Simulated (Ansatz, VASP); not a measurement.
Al5N in VASP and in Ansatz

```
Al N
1.0
     0.00000    3.64760    3.64760
     3.64760    0.00000    3.64760
     3.64760    3.64760    0.00000
Al N
5 1
Direct
  0.12457 0.12457 0.62629
  0.12457 0.62629 0.12457
  0.75000 0.75000 0.75000
  0.12457 0.12457 0.12457
  0.62629 0.12457 0.12457
  0.50000 0.50000 0.50000
```

Change from the starting cell: species swapped into the HfNi5 type (F-43m, No. 216).

Alike in both runs: task relaxation of cell and atoms; functional PBE; k mesh 10 × 10 × 10; occupations gaussian, width 0.1 eV; no spin polarisation.

```csv
,VASP,Ansatz
version,VASP 6.6.1,Ansatz 0.2.0
potentials or method,"VASP PAW PBE potentials, release 64 (Al, N), cutoff 600 eV","scalar-relativistic, plane waves, PAW"
valence electrons in the cell,20,20
```

VASP gave:

```
gap on the k mesh at the Fermi level, each at its own relaxed structure (eV)  : none
relaxed volume (Å³/atom)                                                      : 16.34
relaxed length of the cell vector where the two differ most in proportion (Å) : 5.176
```

Problem. Which values does Ansatz return?

Solution. gap on the k mesh at the Fermi level, each at its own relaxed structure (eV): none; relaxed volume (Å³/atom): 16.35; relaxed length of the cell vector where the two differ most in proportion (Å): 5.177.

A gap of «none» marks a metal or a gap that the smearing closes.
